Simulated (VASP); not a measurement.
# ZrB2 (P6/mmm) in VASP: notebook

Runs on ZrB2. Level: PBE. Tasks: single point.

Program: VASP 6.6.1. These are calculated values, not measurements. Logs are shortened: lines on timing, memory, paths and dates and some standing lists are left out, and cuts for length are marked.

### 1 The cell of the first run

It takes space group P6/mmm (No. 191, hexagonal). The conventional cell has a = 3.170 Å, b = 3.170 Å, c = 3.533 Å, α = 90.00°, β = 90.00°, γ = 120.00°. Zr (site symmetry 6/mmm) has 12 B at 2.54 Å and 8 Zr at 3.17 to 3.53 Å within 3.6 Å. B (site symmetry -6m2) has 3 B at 1.83 Å within 2.4 Å.

### 2 Single point, PBE

Input file INCAR:

```
SYSTEM = ZrB2
PREC = Accurate
ENCUT = 520
EDIFF = 1E-7
ISMEAR = 0
SIGMA = 0.028999999999999998
LREAL = .FALSE.
LASPH = .TRUE.
NELM = 60
ALGO = Normal
ISIF = 2
LWAVE = .FALSE.
LCHARG = .FALSE.
GGA = PE
NBANDS = 16
```

Input file KPOINTS:

```
regular mesh
0
G
  10 10 8
  0 0 0
```

Input file POSCAR:

```
ZrB2
1.0
    3.1700000000      0.0000000000      0.0000000000
   -1.5850000000      2.7453005300      0.0000000000
    0.0000000000      0.0000000000      3.5330000000
Zr B
1 2
Direct
    0.0000000000      0.0000000000      0.0000000000
    0.6666666667      0.3333333333      0.5000000000
    0.3333333333      0.6666666667      0.5000000000
```

Potentials or basis: VASP PAW PBE potentials, release 64 (Zr_sv, B).

Run with:

```bash
> cat potpaw_PBE.64/Zr_sv/POTCAR potpaw_PBE.64/B/POTCAR > POTCAR
> mpirun -np 1 vasp_std > vasp.out
```

OUTCAR:

```text
SYSTEM = ZrB2
   PREC = Accurate
   ENCUT = 520
   EDIFF = 1E-7
   ISMEAR = 0
   LREAL = .FALSE.
   LASPH = .TRUE.
   NELM = 60
   ISIF = 2
   GGA = PE

 ion  position               nearest neighbor table
   1  0.000  0.000  0.000-   2 2.54   3 2.54   2 2.54   3 2.54   2 2.54   2 2.54   3 2.54   3 2.54
                             2 2.54   2 2.54   3 2.54   3 2.54
   2  0.667  0.333  0.500-   3 1.83   3 1.83   3 1.83   1 2.54   1 2.54   1 2.54   1 2.54   1 2.54
                             1 2.54
   3  0.333  0.667  0.500-   2 1.83   2 1.83   2 1.83   1 2.54   1 2.54   1 2.54   1 2.54   1 2.54
                             1 2.54

  LATTYP: Found a hexagonal cell.
 ALAT       =     3.1700000000
 C/A-ratio  =     1.1145110410

  Lattice vectors:

 A1 = (   3.1700000000,   0.0000000000,   0.0000000000)
 A2 = (  -1.5850000000,   2.7453005300,   0.0000000000)
 A3 = (   0.0000000000,   0.0000000000,   3.5330000000)

Analysis of symmetry for initial positions (statically):
=====================================================================
 Subroutine PRICEL returns:
 Original cell was already a primitive cell.

 Routine SETGRP: Setting up the symmetry group for a
 hexagonal supercell.

 Subroutine GETGRP returns: Found 24 space group operations
 (whereof 24 operations were pure point group operations)
 out of a pool of 24 trial point group operations.

The static configuration has the point symmetry D_6h.

Analysis of symmetry for dynamics (positions and initial velocities):
=====================================================================
 Subroutine PRICEL returns:
 Original cell was already a primitive cell.

 Routine SETGRP: Setting up the symmetry group for a
 hexagonal supercell.

 Subroutine GETGRP returns: Found 24 space group operations
 (whereof 24 operations were pure point group operations)
 out of a pool of 24 trial point group operations.

The dynamic configuration has the point symmetry D_6h.

 Subroutine INISYM returns: Found 24 space group operations
 (whereof 24 operations are pure point group operations),
 and found     1 'primitive' translations

----------------------------------------------------------------------------------------

                                     Primitive cell

  volume of cell :      30.7463

  direct lattice vectors                    reciprocal lattice vectors
     3.170000000  0.000000000  0.000000000     0.315457413  0.182129422  0.000000000
    -1.585000000  2.745300530  0.000000000     0.000000000  0.364258845  0.000000000
     0.000000000  0.000000000  3.533000000     0.000000000  0.000000000  0.283045570
[... 90 lines left out ...]
   IBRION =     -1    ionic relax: 0-MD 1-quasi-New 2-CG
   NFREE  =      0    steps in history (QN), initial steepest desc. (CG)
   ISIF   =      2    stress and relaxation
   ISYM   =      2    0-nonsym 1-usesym 2-fastsym
   POTIM  = 0.5000    time-step for ionic-motion
   TEBEG  =    0.0;   TEEND  =   0.0 temperature during run
   PSTRESS=    0.0 pullay stress
   NELECT =      18.0000    total number of electrons
   NUPDOWN=      -1.0000    fix difference up-down
   EMIN   =  10.00;   EMAX   =-10.00  energy-range for DOS
   EFERMI =   0.00;   METHOD = LEGACY
   ISMEAR =     0;   SIGMA  =   0.03  broadening in eV -4-tet -1-fermi 0-gaus
   EFERMI_NEDOS =   21; number of points for ismear=-14 and -15
   IALGO  =     38    algorithm
   IMIX   =      4    mixing-type and parameters
     AMIX     =   0.40;   BMIX     =  1.00
     AMIX_MAG =   1.60;   BMIX_MAG =  1.00
  volume/ion in A,a.u.               =      10.25        69.16
  Fermi-wavevector in a.u.,A,eV,Ry     =   1.369519  2.588016 25.518847  1.875582
  Thomas-Fermi vector in A             =   2.495387
   LORBIT       =      0    0 simple, 1 ext, 2 COOP (PROOUT), +10 PAW based schemes
   GGA     = PE    functional components
   LHFCALC =     F    Hartree Fock is set to
   AEXX    =    0.0000 exact exchange contribution
   IVDW    =     0    specifies the selected vdW correction
   LEPSILON=     F    determine dielectric tensor
   LRPA    =     F    only Hartree local field effects (RPA)
 non-spin polarized calculation
 Gauss-broadening in eV      SIGMA  =   0.03
  energy-cutoff  :      520.00
  volume of cell :       30.75
 maximum number of plane-waves:       844
 NGX is ok and might be reduce to    24
   NGX = 11   NGY = 11   NGZ = 13

 number of electron      18.0000000 magnetization

 Free energy of the ion-electron system (eV)
  ---------------------------------------------------
  ext. energy  EPLUGINS =         0.00000000
  ---------------------------------------------------
  free energy    TOTEN  =       -24.97422822 eV

  energy without entropy =      -24.97387065  energy(sigma->0) =      -24.97404944

 E-fermi :  10.4042     XC(G=0): -12.4435

 val. band max:       10.4030143703   @ k =   0.2000   0.2000   0.1250
 cond. band min:      10.5983866392   @ k =   0.1000  -0.0000   0.5000
 fundamental gap:      0.1953722690
 Fermi energy:        10.4041736466

 k-point     1 :       0.0000    0.0000    0.0000
  band No.  band energies     occupation
      1     -38.1099      2.00000
      2     -16.2915      2.00000
      3     -15.7456      2.00000
      4     -15.7456      2.00000
      5      -2.2014      2.00000
      6       7.8959      2.00000
[... 433 lines left out ...]
      3     -16.1615      2.00000
      4     -16.0067      2.00000
      5       1.2638      2.00000
      6       2.5211      2.00000
[... 8 lines left out ...]
     15      18.8022      0.00000
     16      20.6111      0.00000

 [... further k-points ...]

------------------------ aborting loop because EDIFF is reached ----------------------------------------

  FORCE on cell =-STRESS in cart. coord.  units (eV):
  Direction    XX          YY          ZZ          XY          YZ          ZX
  --------------------------------------------------------------------------------------
  -------------------------------------------------------------------------------------
  Total        0.0984207      0.0984207      0.3386454      0.0000000      0.0000000      0.0000000
  in kB        5.1286635      5.1286635     17.6466775      0.0000000      0.0000000      0.0000000
  external PRESSURE =       9.3013348 kB  Pullay stress =       0.0000000 kB

 VOLUME and BASIS-vectors are now :
 -----------------------------------------------------------------------------
  energy-cutoff  :      520.00
  volume of cell :       30.75
      direct lattice vectors                 reciprocal lattice vectors
     3.170000000  0.000000000  0.000000000     0.315457413  0.182129422  0.000000000
    -1.585000000  2.745300530  0.000000000     0.000000000  0.364258845  0.000000000
     0.000000000  0.000000000  3.533000000     0.000000000  0.000000000  0.283045570

 POSITION                                       TOTAL-FORCE (eV/Angst)
 -----------------------------------------------------------------------------------
      0.00000      0.00000      0.00000         0.000000      0.000000      0.000000
      1.58500      0.91510      1.76650        -0.000000      0.000000      0.000000
     -0.00000      1.83020      1.76650         0.000000     -0.000000      0.000000
 -----------------------------------------------------------------------------------
    total drift:                               -0.000000      0.000000     -0.000000

  FREE ENERGIE OF THE ION-ELECTRON SYSTEM (eV)
  ---------------------------------------------------
  free  energy   TOTEN  =       -24.9742282209 eV

  energy  without entropy=      -24.9738706542  energy(sigma->0) =      -24.97404944
```

Run time: 12 s. Hardware: 1 thread of Intel Xeon Platinum 8559C (Emerald Rapids), shared host; peak memory 0.16 GiB.

What came out:

```
Free energy            : -24.9742 eV
Pressure               : 0.9 GPa
Band gap on the k mesh : zero (bands 9 and 10 overlap by 0.81 eV)
```

Levels at points of the mesh, in eV from the Fermi level:
| k point | band 5 | band 6 | band 7 | band 8 | band 9 | band 10 | band 11 | band 12 | band 13 | band 14 |
| --- | --- | --- | --- | --- | --- | --- | --- | --- | --- | --- |
| (0.00, 0.00, 0.00) | -12.61 | -2.51 | -2.51 | -2.46 | -2.23 | 3.52 | 3.52 | 4.30 | 4.30 | 4.98 |
| (0.50, 0.00, 0.00) | -8.84 | -8.39 | -3.77 | -2.93 | -2.56 | 2.35 | 2.43 | 5.04 | 5.12 | 6.64 |
| (0.00, 0.00, 0.50) | -10.58 | -6.84 | -0.84 | -0.84 | 0.45 | 0.45 | 0.90 | 0.90 | 1.95 | 5.16 |
| (0.50, 0.00, 0.50) | -9.80 | -6.87 | -4.49 | -4.01 | -1.89 | 3.86 | 4.20 | 5.41 | 6.36 | 6.59 |

### 3 Single point, PBE

Input file INCAR:

```
PREC = Accurate
ENCUT = 520
EDIFF = 1E-7
ISMEAR = 0
SIGMA = 0.03
LREAL = False
LASPH = True
NELM = 60
ALGO = Normal
ISIF = 2
LWAVE = False
LCHARG = False
GGA = PE
NBANDS = 16
```

Input file KPOINTS:

```
Automatic mesh
0
Gamma
  10 10 8
```

POSCAR is that of step 2.

Potentials or basis: VASP PAW PBE potentials, release 64 (Zr_sv, B).

Run with:

```bash
> cat potpaw_PBE.64/Zr_sv/POTCAR potpaw_PBE.64/B/POTCAR > POTCAR
> mpirun -np 1 vasp_std > vasp.out
```

Wall time 12 s (1 thread of Intel Xeon Platinum 8559C (Emerald Rapids), shared host); peak memory 0.16 GiB.

The run converged. Its results:

```yaml
Free_energy: -24.9742 eV
Pressure: 0.9 GPa
Band_gap_on_the_k_mesh: zero (bands 9 and 10 overlap by 0.81 eV)
```

Stress tensor (GPa, compression positive):
```
0.51 0.00 0.00
0.00 0.51 0.00
0.00 0.00 1.76
```

Levels at points of the mesh, in eV from the Fermi level:
| k point | band 6 | band 7 | band 8 | band 9 | band 10 | band 11 | band 12 | band 13 |
| --- | --- | --- | --- | --- | --- | --- | --- | --- |
| (0.00, 0.00, 0.00) | -2.51 | -2.51 | -2.46 | -2.23 | 3.52 | 3.52 | 4.30 | 4.30 |
| (0.50, 0.00, 0.00) | -8.39 | -3.77 | -2.93 | -2.56 | 2.35 | 2.43 | 5.04 | 5.12 |
| (0.00, 0.00, 0.50) | -6.84 | -0.84 | -0.84 | 0.45 | 0.45 | 0.90 | 0.90 | 1.95 |
| (0.50, 0.00, 0.50) | -6.87 | -4.49 | -4.01 | -1.89 | 3.86 | 4.20 | 5.41 | 6.36 |

The gap in the log of VASP goes by the Fermi energy; the results here count the filled bands.